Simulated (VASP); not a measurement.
## Sc3Al: single point with PBEsol

The system is Sc3Al.

```
Sc Al
1.0
     4.37479    0.00000    0.00000
     0.00000    4.37479    0.00000
     0.00000    0.00000    4.37479
Sc Al
3 1
Direct
  0.50000 0.00000 0.50000
  0.00000 0.50000 0.50000
  0.50000 0.50000 0.00000
  0.00000 0.00000 0.00000
```

| Item | Value |
| --- | --- |
| Program | VASP 6.6.1 |
| Task | single point |
| Functional | PBEsol |
| Potentials or basis | VASP PAW PBE potentials, release 64 (Sc_sv, Al) |
| Cutoff | 520 eV |
| k mesh | 12 × 12 × 12 |
| Occupations | gaussian, width 0.1 eV |
| Spin | no spin polarisation |

| Property | Result |
| --- | --- |
| Pressure | 0.1 GPa |
| Band gap on the k mesh | zero (band 18 reaches 5.08 eV, above the bottom of band 19 at 3.75 eV) |

Levels at points of the mesh, in eV from the Fermi level:
```tsv
k point	band 16	band 17	band 18	band 19	band 20	band 21
(0.00, 0.00, 0.00)	-1.06	-0.45	-0.45	-0.45	0.71	0.71
(0.50, 0.00, 0.00)	-0.81	-0.81	0.08	0.18	0.91	0.91
(0.50, 0.50, 0.00)	-1.47	-0.96	0.23	0.48	0.48	1.14
(0.50, 0.50, 0.50)	-1.51	-1.10	-1.10	-1.10	0.53	1.46
```

It took 2.1 min on 1 thread of Intel(R) Xeon(R) 6975P-C (Granite Rapids), with other jobs on the host, peak memory 0.31 GiB.

Caveat: the PAW data sets were made with another functional, which shifts forces and pressure a little.
